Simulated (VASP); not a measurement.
Wanted: the native input for a VASP 6.6.1 run.

- Task: single point
- Functional: r2SCAN
- Potentials or basis: VASP PAW PBE potentials, release 64 (Rh_pv)
- Cutoff: 520 eV
- k mesh: 6 × 6 × 6
- Occupations: gaussian, width 0.1 eV
- Spin: no spin polarisation
- Dipole correction: no
- Further INCAR settings: ALGO = Normal; EDIFF = 1e-07; NBANDS = 30

Rh:

```
Rh
1.0
     4.48953    0.00000    0.00000
    -2.24477    3.88805    0.00000
     0.00000    0.00000    2.75228
Rh
3
Direct
  0.00000 0.00000 0.00000
  0.33333 0.66667 0.50000
  0.66667 0.33333 0.50000
```

These files were run (other wordings do the same):

POSCAR

```
Rh
1.0
    4.4895314866      0.0000000000      0.0000000000
   -2.2447657433      3.8880483185      0.0000000000
    0.0000000000      0.0000000000      2.7522779983
Rh
3
Direct
    0.0000000000      0.0000000000      0.0000000000
    0.3333333333      0.6666666667      0.5000000000
    0.6666666667      0.3333333333      0.5000000000
```

INCAR.step1

```
ALGO = Normal
EDIFF = 1E-4
ENCUT = 520
GGA = PE
ISMEAR = 0
LASPH = True
LCHARG = False
LREAL = False
LWAVE = True
NBANDS = 30
NELM = 100
PREC = Accurate
SIGMA = 0.1
```

INCAR.step2

```
ALGO = Normal
EDIFF = 1E-7
ENCUT = 520
ISIF = 2
ISMEAR = 0
ISTART = 1
LASPH = True
LCHARG = False
LMIXTAU = True
LREAL = False
LWAVE = False
METAGGA = R2SCAN
NBANDS = 30
NELM = 100
PREC = Accurate
SIGMA = 0.1
```

KPOINTS

```
k-points
0
Gamma
  6 6 6
```

Potentials or basis: VASP PAW PBE potentials, release 64 (Rh_pv).

Launch:

```sh
$ cat potpaw_PBE.64/Rh_pv/POTCAR > POTCAR
$ cp INCAR.step1 INCAR
$ mpirun -np 1 vasp_std > vasp.out
$ cp INCAR.step2 INCAR
$ mpirun -np 1 vasp_std > vasp.out
```

Results of the run:

```yaml
Pressure: -23.4 GPa
```

Caveat: the k points lie up to 0.38 Å⁻¹ apart; the PAW data sets were made with another functional, which shifts forces and pressure a little.

Wall time 3.4 min on 1 thread of AMD EPYC 7R43 64-Core Processor (Zen 3), with other jobs on the host, peak memory 0.15 GiB.
